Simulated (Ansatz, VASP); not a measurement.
**One calculation of MgS, two programs**

```xyz
2
Lattice="0.0000 2.8309 2.8026 2.8309 0.0000 2.8026 2.8309 2.8309 0.0000" Properties=species:S:1:pos:R:3 pbc="T T T"
Mg    0.0000    0.0000    0.0000
S     1.4154    1.4154    1.4013
```

Change from the starting cell: uniaxial_z strain -1.0%.

Alike in both runs: task single point; functional HSE06; k mesh 6 × 6 × 6; no spin polarisation.

|  | VASP | Ansatz |
| --- | --- | --- |
| version | VASP 6.6.1 | Ansatz 0.2.0 |
| potentials or method | VASP PAW PBE potentials, release 64 (Mg, S) | plane waves, PAW |
| plane-wave cutoff (eV) | 520 | 420 |
| occupations | gaussian, width 0.01 eV | fixed |
| valence electrons in the cell | 8 | 16 |

|  | VASP | Ansatz | Ansatz less VASP |
| --- | --- | --- | --- |
| gap on the k mesh at the Fermi level (eV) | 4.55 | 4.56 | +0.016 |
| pressure (GPa) | 0.5 | 0.6 | +0.17 |
| traceless stress, the component that is largest in VASP (GPa) | 0.15 | 0.14 | -0.002 |

VASP's potentials hold 8 valence electrons a cell and Ansatz's 16, so a difference there can come from the potentials and not from the codes. Ansatz's warnings: stress exchange threshold loose, stress scf threshold loose.
